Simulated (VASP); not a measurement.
Nb, 1 atom in the cell. The structure is cubic, space group Im-3m (No. 229). The conventional cell has a = 3.300 Å, b = 3.300 Å, c = 3.300 Å, α = 90.00°, β = 90.00°, γ = 90.00°. Nb (site symmetry m-3m) has 14 Nb at 2.86 to 3.30 Å within 3.8 Å. 

- Program: VASP 6.6.1
- Task: relaxation of cell and atoms
- Functional: revPBE
- Potentials or basis: VASP PAW PBE potentials, release 64 (Nb_sv)
- Cutoff: 600 eV
- k mesh: 13 × 13 × 13
- Occupations: fermi-dirac, width 0.1 eV
- Spin: no spin polarisation
- Dipole correction: no
- Further INCAR settings: ALGO = Normal; EDIFF = 1e-07; IBRION = 2; EDIFFG = -0.01; NSW = 80; ISIF = 3

Potentials or basis: VASP PAW PBE potentials, release 64 (Nb_sv).

Command:

```console
$ cat potpaw_PBE.64/Nb_sv/POTCAR > POTCAR
$ mpirun -np 1 vasp_std > vasp.out
```

Hardware: 1 thread of Intel(R) Xeon(R) Platinum 8488C (Sapphire Rapids), on a shared host.

Task: How long does it take, and how much memory?

Result: Wall time 22 s on 1 thread of Intel(R) Xeon(R) Platinum 8488C (Sapphire Rapids), with other jobs on the host, peak memory 0.15 GiB. Counts: scf iterations 34, k points 84, ion steps 3.
